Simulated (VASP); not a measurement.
Crystal: SnTe.

```
CELL_PARAMETERS angstrom
3.85000 0.00000 0.00000
0.00000 3.85000 0.00000
0.00000 0.00000 5.19750
ATOMIC_POSITIONS crystal
Sn 0.00000 0.00000 0.00000
Te 0.50000 0.50000 0.50000
```

```yaml
Program: VASP 6.6.1
Task: relaxation of cell and atoms
Functional: PBE
Potentials_or_basis: VASP PAW PBE potentials, release 64 (Sn_d, Te)
Cutoff: 600 eV
k_mesh: 6 × 6 × 5
Occupations: gaussian, width 0.02 eV
Spin: no spin polarisation
```

At the start: pressure -6.5 GPa; volume 38.52 Å³/atom.

How do energy, volume and symmetry change on relaxing?

Over 10 steps the energy falls by 378.7 meV/atom and the volume is 29.54 Å³/atom (-23.3 %); space group Pm-3m (No. 221, to 0.05 Å).

The path:
```
step  energy change (eV)  largest force (eV/Å)  pressure (GPa)  volume (Å³)
   1              0.0000                0.0000           -6.51        77.04
   2             -0.5667                0.0000           -1.61        60.80
   3             -0.5954                0.0000            0.53        57.87
   4             -0.5960                0.0000            0.86        57.44
   5             -0.6697                0.0000            1.02        57.50
   6             -0.7461                0.0000            1.78        56.96
   7             -0.7395                0.0000           -1.67        61.48
   8             -0.7560                0.0000            0.10        58.82
   9             -0.7571                0.0000            0.13        58.95
  10             -0.7574                0.0000            0.08        59.09
```

Final structure:
```cif
data_structure
_symmetry_space_group_name_H-M 'P 1'
_symmetry_Int_Tables_number 1
_cell_length_a 3.8793
_cell_length_b 3.8793
_cell_length_c 3.9262
_cell_angle_alpha 90.000
_cell_angle_beta 90.000
_cell_angle_gamma 90.000
_cell_volume 59.09
loop_
_atom_site_label
_atom_site_type_symbol
_atom_site_fract_x
_atom_site_fract_y
_atom_site_fract_z
_atom_site_occupancy
Sn1 Sn 0.00000 0.00000 0.00000 1
Te1 Te 0.50000 0.50000 0.50000 1
```

Caveat: the volume moved by over 15 % at a fixed basis, so the end points are rough.
